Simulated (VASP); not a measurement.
# C in VASP: notebook

Runs on C. Level: LDA. Tasks: vibrations by perturbation theory, elastic constants.

Everything below comes from runs of VASP 6.6.1. Logs are shortened: lines on timing, memory, paths and dates and some standing lists are left out, and cuts for length are marked.

### Step 1. The cell of the first run

The cell holds a slab with vacuum, 2 atoms: a = 2.445 Å, b = 2.445 Å, c = 8.696 Å, α = 90.00°, β = 90.00°, γ = 120.00°.

### Step 2. Vibrations by perturbation theory, LDA (phonons at volume x 1.02)

INCAR reads:

```
ALGO = Normal
EDIFF = 1E-8
ENCUT = 520
GGA = CA
IBRION = 8
ISIF = 2
ISMEAR = -1
LASPH = T
LCHARG = T
LREAL = F
LWAVE = F
NELM = 60
NSW = 1
PREC = Accurate
SIGMA = 0.15
```

KPOINTS reads:

```
k-points
0
Gamma
  18 18 6
```

POSCAR reads:

```
C
1.0
    2.4447409167      0.0000000000      0.0000000000
   -1.2223704584      2.1172077395      0.0000000000
    0.0000000000      0.0000000000      8.6961842972
C
2
Direct
    0.3333333333      0.6666666667      0.0000000000
    0.6666666667      0.3333333333      0.0000000000
```

Potentials or basis: VASP PAW LDA potentials, release 64 (C).

The run is started by

```sh
> cat potpaw_LDA.64/C/POTCAR > POTCAR
> mpirun -np 1 vasp_std > vasp.out
```

OUTCAR:

```text
EDIFF = 1E-8
   ENCUT = 520
   GGA = CA
   IBRION = 8
   ISIF = 2
   ISMEAR = -1
   LASPH = T
   LREAL = F
   NELM = 60
   NSW = 1
   PREC = Accurate

 ion  position               nearest neighbor table
   1  0.333  0.667  0.000-   2 1.41   2 1.41   2 1.41
   2  0.667  0.333  0.000-   1 1.41   1 1.41   1 1.41

  LATTYP: Found a hexagonal cell.
 ALAT       =     2.4447409167
 C/A-ratio  =     3.5570985203

  Lattice vectors:

 A1 = (   2.4447409167,   0.0000000000,   0.0000000000)
 A2 = (  -1.2223704584,   2.1172077395,   0.0000000000)
 A3 = (   0.0000000000,   0.0000000000,   8.6961842972)

Analysis of symmetry for initial positions (statically):
=====================================================================
 Subroutine PRICEL returns:
 Original cell was already a primitive cell.

 Routine SETGRP: Setting up the symmetry group for a
 hexagonal supercell.

 Subroutine GETGRP returns: Found 24 space group operations
 (whereof 24 operations were pure point group operations)
 out of a pool of 24 trial point group operations.

The static configuration has the point symmetry D_6h.

Analysis of symmetry for dynamics (positions and initial velocities):
=====================================================================
 Subroutine PRICEL returns:
 Original cell was already a primitive cell.

 Routine SETGRP: Setting up the symmetry group for a
 hexagonal supercell.

 Subroutine GETGRP returns: Found 24 space group operations
 (whereof 24 operations were pure point group operations)
 out of a pool of 24 trial point group operations.

The dynamic configuration has the point symmetry D_6h.

 Subroutine INISYM returns: Found 24 space group operations
 (whereof 24 operations are pure point group operations),
 and found     1 'primitive' translations

----------------------------------------------------------------------------------------

                                     Primitive cell

  volume of cell :      45.0117

  direct lattice vectors                    reciprocal lattice vectors
     2.444740917  0.000000000  0.000000000     0.409041299  0.236160104  0.000000000
    -1.222370458  2.117207739  0.000000000     0.000000000  0.472320208  0.000000000
     0.000000000  0.000000000  8.696184297     0.000000000  0.000000000  0.114992963

  length of vectors
     2.444740917  2.444740917  8.696184297     0.472320208  0.472320208  0.114992963

  position of ions in fractional coordinates (direct lattice)
     0.333333333  0.666666667  0.000000000
     0.666666667  0.333333333  0.000000000

  ion indices of the primitive-cell ions
   primitive index   ion index
                 1           1
                 2           2

----------------------------------------------------------------------------------------

 KPOINTS: k-points

Automatic generation of k-mesh.
 Grid dimensions read from file:
 generate k-points for:   18   18    6

 Generating k-lattice:

  Cartesian coordinates                     Fractional coordinates (reciprocal lattice)
     0.022724517  0.013120006  0.000000000     0.055555556  0.000000000  0.000000000
     0.000000000  0.026240012  0.000000000     0.000000000  0.055555556  0.000000000
     0.000000000  0.000000000  0.019165494     0.000000000  0.000000000  0.166666667

  Length of vectors
     0.026240012  0.026240012  0.019165494

  Shift w.r.t. Gamma in fractional coordinates (k-lattice)
     0.000000000  0.000000000  0.000000000

[... 75 lines left out ...]
   GGA     = CA    functional components
   LHFCALC =     F    Hartree Fock is set to
   AEXX    =    0.0000 exact exchange contribution
   IVDW    =     0    specifies the selected vdW correction
   LEPSILON=     F    determine dielectric tensor
   LRPA    =     F    only Hartree local field effects (RPA)
 non-spin polarized calculation
  energy-cutoff  :      520.00
  volume of cell :       45.01
 maximum number of plane-waves:      1235
   NGX =  9   NGY =  9   NGZ = 33

--------------------------------------- Ionic step        1  -------------------------------------------

 number of electron       7.9999999 magnetization

 Free energy of the ion-electron system (eV)
  ---------------------------------------------------
  ext. energy  EPLUGINS =         0.00000000
  ---------------------------------------------------
  free energy    TOTEN  =       -20.17641245 eV

  energy without entropy =      -20.17343117  energy(sigma->0) =      -20.17492181

 E-fermi :  -0.9084     XC(G=0):  -5.0231

 val. band max:       -1.8289714734   @ k =   0.3333   0.2778   0.0000
 cond. band min:      -0.9072178763   @ k =   0.3333   0.3333   0.5000
 fundamental gap:      0.9217535971
 Fermi energy:        -0.9084376428

 k-point     1 :       0.0000    0.0000    0.0000
  band No.  band energies     occupation
      1     -20.4131      2.00000
      2      -8.7227      2.00000
      3      -3.9352      2.00000
      4      -3.9352      2.00000
      5       2.2007      0.00000
      6       4.4406      0.00000
      7       5.9899      0.00000
      8       7.5208      0.00000
[... 243 lines left out ...]
 k-point    24 :       0.3889    0.1111    0.0000
  band No.  band energies     occupation
      1     -15.6643      2.00000
      2     -13.1027      2.00000
      3      -8.2038      2.00000
      4      -3.4962      2.00000
      5       1.2237      0.00000
      6       8.0425      0.00000
      7       8.8837      0.00000
      8      10.5652      0.00000

 [... further k-points ...]
[... 5 lines left out ...]
  --------------------------------------------------------------------------------------
  -------------------------------------------------------------------------------------
  Total        0.1366242      0.1366242     -0.0136116     -0.0000000      0.0000000     -0.0000000
  in kB        4.8631010      4.8631010     -0.4845028     -0.0000000      0.0000000     -0.0000000
  external PRESSURE =       3.0805664 kB  Pullay stress =       0.0000000 kB

 VOLUME and BASIS-vectors are now :
 -----------------------------------------------------------------------------
  energy-cutoff  :      520.00
  volume of cell :       45.01
      direct lattice vectors                 reciprocal lattice vectors
     2.444740917  0.000000000  0.000000000     0.409041299  0.236160104  0.000000000
    -1.222370458  2.117207739  0.000000000     0.000000000  0.472320208  0.000000000
     0.000000000  0.000000000  8.696184297     0.000000000  0.000000000  0.114992963

 POSITION                                       TOTAL-FORCE (eV/Angst)
 -----------------------------------------------------------------------------------
     -0.00000      1.41147      0.00000         0.000000      0.000000      0.000000
      1.22237      0.70574      0.00000        -0.000000      0.000000     -0.000000
 -----------------------------------------------------------------------------------
    total drift:                                0.000000     -0.000000      0.000000

  FREE ENERGIE OF THE ION-ELECTRON SYSTEM (eV)
  ---------------------------------------------------
  free  energy   TOTEN  =       -20.1764124480 eV

  energy  without entropy=      -20.1734311735  energy(sigma->0) =      -20.17492181

[... ionic steps 2 to 3 ...]

--------------------------------------- Ionic step        4  -------------------------------------------

------------------------ aborting loop because EDIFF is reached ----------------------------------------

[... ionic steps 5 to 5 ...]

--------------------------------------- Ionic step        6  -------------------------------------------

 Free energy of the ion-electron system (eV)
  ---------------------------------------------------
  ---------------------------------------------------
  free energy    TOTEN  =        -0.14132582 eV

  energy without entropy =       -0.14132582

------------------------ aborting loop because EDIFF is reached ----------------------------------------

 INTERNAL STRAIN TENSOR  FOR ION    1  DIRECTION 3   (eV/Angst):
 -----------------------------------------------------------------------------
     0.00035  0.00000  0.00000
     0.00000  0.00035  0.00000
    -0.00000  0.00000 -0.00077

 INTERNAL STRAIN TENSOR FOR ION    2 for displacements in x,y,z  (eV/Angst):
          X           Y           Z          XY          YZ          ZX
  --------------------------------------------------------------------------------
  x    -0.00000     0.00000    -0.00000    12.33644     0.00000     0.00000
  y    12.33644   -12.33644     0.00000     0.00000     0.00000     0.00000
  z     0.00000     0.00000     0.00000     0.00000     0.00000     0.00000

 SECOND DERIVATIVES (NOT SYMMETRIZED)
 ------------------------------------
               1X          1Y          1Z          2X          2Y          2Z
  1X   -55.740530    0.000000    0.000000   55.740530   -0.000000    0.000000
  1Y     0.000000  -55.740530    0.000000   -0.000000   55.740530    0.000000
  1Z    -0.000000   -0.000000  -17.700386    0.000000    0.000000   17.700386
  2X    55.740530   -0.000000    0.000000  -55.740530    0.000000    0.000000
  2Y    -0.000000   55.740530    0.000000    0.000000  -55.740530    0.000000
  2Z     0.000000    0.000000   17.700386   -0.000000   -0.000000  -17.700386

 Eigenvectors and eigenvalues of the dynamical matrix
 ----------------------------------------------------

   1 f  =   47.627928 THz   299.255098 2PiTHz 1588.696672 cm-1   196.973195 meV
             X         Y         Z           dx          dy          dz
     -0.000000  1.411472  0.000000     0.623719   -0.333128   -0.000000
      1.222370  0.705736  0.000000    -0.623719    0.333128    0.000000
[... 16 lines left out ...]
   5 f  =    0.000000 THz     0.000000 2PiTHz    0.000003 cm-1     0.000000 meV
             X         Y         Z           dx          dy          dz
     -0.000000  1.411472  0.000000    -0.000123    0.707107   -0.000000
      1.222370  0.705736  0.000000    -0.000123    0.707107    0.000000

   6 f/i=    0.000000 THz     0.000000 2PiTHz    0.000000 cm-1     0.000000 meV
             X         Y         Z           dx          dy          dz
     -0.000000  1.411472  0.000000    -0.707107   -0.000123    0.000000
      1.222370  0.705736  0.000000    -0.707107   -0.000123    0.000000

--------------------------------------------------------------------------------------------------------

 ELASTIC MODULI CONTR FROM IONIC RELAXATION (kBar)
 Direction    XX          YY          ZZ          XY          YZ          ZX
 --------------------------------------------------------------------------------
 XX         -97.1838     97.1838     -0.0000      0.0000      0.0000      0.0000
 YY          97.1838    -97.1838      0.0000      0.0000      0.0000      0.0000
 ZZ          -0.0000      0.0000     -0.0000      0.0000      0.0000      0.0000
 XY           0.0000      0.0000      0.0000    -97.1838      0.0000      0.0000
 YZ           0.0000      0.0000      0.0000      0.0000      0.0000      0.0000
 ZX           0.0000      0.0000      0.0000      0.0000      0.0000      0.0000
 --------------------------------------------------------------------------------
```

Run time: 12 min. Hardware: 1 thread of Oxide Virtual Turin-like, shared host; peak memory 0.49 GiB.

What came out:

| Quantity | Value |
| --- | --- |
| Highest phonon frequency at Γ | 1589 cm⁻¹ |

Phonon frequencies in cm⁻¹ (negative: imaginary):
```
              q point          frequencies
(0.000, 0.000, 0.000)  0 0 0 895 1589 1589
```

Caveat: the cell differs from its parent crystal (phonons at volume x 1.02).

### Step 3. Elastic constants, LDA

This run uses another cell than the first one, of 7.34 Å³/atom, 0.326 times its volume.

INCAR reads:

```
PREC = Accurate
ENCUT = 600
EDIFF = 1E-8
ISMEAR = -1
SIGMA = 0.15
LREAL = F
LASPH = T
NELM = 100
ALGO = Normal
ISIF = 3
LWAVE = F
LCHARG = F
GGA = CA
IBRION = 6
NFREE = 2
POTIM = 0.015
NSW = 1
```

KPOINTS reads:

```
regular mesh
0
Gamma
  18 18 14
```

POSCAR reads:

```
C
1.0
    2.4141814509      0.0000000000      0.0000000000
   -1.2070907254      2.0907424658      0.0000000000
    0.0000000000      0.0000000000      2.9070295990
C
2
Direct
    0.3333333333      0.6666666667      0.0000000000
    0.6666666667      0.3333333333      0.0000000000
```

Potentials or basis: VASP PAW LDA potentials, release 64 (C).

The run is started by

```sh
> cat potpaw_LDA.64/C/POTCAR > POTCAR
> mpirun -np 1 vasp_std > vasp.out
```

Wall time 15 min (1 thread of Oxide Virtual Turin-like, shared host); peak memory 0.35 GiB.

It converged, with:

- Voigt bulk modulus: 370 GPa
- Highest phonon frequency at Γ: 1634 cm⁻¹

Phonon frequencies in cm⁻¹ (negative: imaginary):
| q point | frequencies |
| --- | --- |
| (0.000, 0.000, 0.000) | 0 0 0 885 1634 1634 |

Elastic tensor in Voigt notation (GPa, in the Cartesian axes of the cell as first typed):
```
1327  283  -11    0    0    0
 283 1327  -11    0    0    0
 -11  -11  155    0    0    0
   0    0    0  -24    0    0
   0    0    0    0  -24    0
   0    0    0    0    0  522
```

Clamped-ion elastic tensor (GPa):
```
1376  234  -11    0    0    0
 234 1376  -11    0    0    0
 -11  -11  155    0    0    0
   0    0    0  -24    0    0
   0    0    0    0  -24    0
   0    0    0    0    0  571
```

Caveat: the cell is under stress, which shifts elastic constants; the elastic tensor has a negative eigenvalue, so either the cell is unstable as it stands or the mesh is too thin.
